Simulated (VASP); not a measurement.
## Al: elastic constants with PBEsol

Crystal: Al.

```xyz
2
Lattice="2.8125 0.0000 0.0000 -1.4062 2.4357 0.0000 0.0000 0.0000 4.8669" Properties=species:S:1:pos:R:3 pbc="T T T"
Al    0.0000    1.6238    1.2167
Al    1.4062    0.8119    3.6501
```

| Property | Result |
| --- | --- |
| Program | VASP 6.6.1 |
| Task | elastic constants |
| Functional | PBEsol |
| Potentials or basis | VASP PAW PBE potentials, release 64 (Al) |
| Cutoff | 600 eV |
| k mesh | 10 × 10 × 6 |
| Occupations | fermi-dirac, width 0.05 eV |
| Spin | no spin polarisation |
| Dipole correction | no |
| Ions in elastic constants | relaxed |
| Further INCAR settings | ALGO = Normal; EDIFF = 1e-08; IBRION = 6; POTIM = 0.015; NSW = 1; ISIF = 3 |

| Property | Result |
| --- | --- |
| Voigt bulk modulus | 72 GPa |
| Highest phonon frequency at Γ | 260 cm⁻¹ |

Phonon frequencies in cm⁻¹ (negative: imaginary):
```csv
q point,frequencies
"(0.000, 0.000, 0.000)",0 0 0 124 124 260
```

Elastic tensor in Voigt notation (GPa, in the Cartesian axes of the cell as first typed):
```
 75  61  94   0   0   0
 61  75  94   0   0   0
 94  94  -3   0   0   0
  0   0   0 -63   0   0
  0   0   0   0 -63   0
  0   0   0   0   0   7
```

Clamped-ion elastic tensor (GPa):
```
 76  61  94   0   0   0
 61  76  94   0   0   0
 94  94  -3   0   0   0
  0   0   0 -63   0   0
  0   0   0   0 -63   0
  0   0   0   0   0   7
```

Wall time 6.2 min on 1 thread of Intel(R) Xeon(R) Platinum 8259CL CPU @ 2.50GHz (Skylake/Cascade Lake), with other jobs on the host, peak memory 0.24 GiB.

Caveat: the cell is under stress, which shifts elastic constants; the elastic tensor has a negative eigenvalue, so either the cell is unstable as it stands or the mesh is too thin; the PAW data sets were made with another functional, which shifts forces and pressure a little.
